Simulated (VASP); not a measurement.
A run of VASP 6.6.1 is set up as follows.

The input INCAR:

```
SYSTEM = Mg2Ti2O3
PREC = Accurate ; ENCUT = 520
EDIFF = 1E-7 ; ISMEAR = 0
SIGMA = 0.2 ; LREAL = .False.
LASPH = .True. ; NELM = 150
ALGO = Normal ; ISIF = 2
LWAVE = .False. ; LCHARG = .False.
ISPIN = 2 ; MAGMOM = 0 0 1 1 0 0 0
LORBIT = 11 ; LMAXMIX = 4
GGA = PE ; NBANDS = 36
```

File KPOINTS:

```
Automatic mesh
0
Gamma
  6 6 2
  0 0 0
```

POSCAR

```
Mg2Ti2O3
1.0
    2.9507062273      0.0000000000      0.0000000000
   -1.4753531136      2.5553865519      0.0000000000
    0.0000000000      0.0000000000     10.1726739693
Mg Ti O
2 2 3
Direct
    0.3333333333      0.6666666667      0.1290650682
    0.6666666667      0.3333333333      0.8709349318
    0.6666666667      0.3333333333      0.3919228173
    0.3333333333      0.6666666667      0.6080771827
    0.0000000000      0.0000000000      0.2560530620
    0.0000000000      0.0000000000      0.7439469380
    0.0000000000      0.0000000000      0.0000000000
```

Potentials or basis: VASP PAW PBE potentials, release 64 (Mg, Ti_sv, O).

The run is started by

```console
$ cat potpaw_PBE.64/Mg/POTCAR potpaw_PBE.64/Ti_sv/POTCAR potpaw_PBE.64/O/POTCAR > POTCAR
$ mpirun -np 1 vasp_std > vasp.out
```

**Question.** Estimate the largest force.

**Answer.** 0.091 eV/Å.

**Question.** What does it give for the pressure?

**Answer.** -0.3 GPa.

Forces in eV/Å, atoms in the order of the input:
```
Mg   0.000  0.000 -0.081
Mg   0.000  0.000  0.081
Ti   0.000  0.000  0.091
Ti   0.000  0.000 -0.091
O    0.000  0.000 -0.052
O    0.000  0.000  0.052
O    0.000  0.000  0.000
```

Caveat: the k points lie up to 0.41 Å⁻¹ apart, too coarse for converged energies and pressures of a metal.
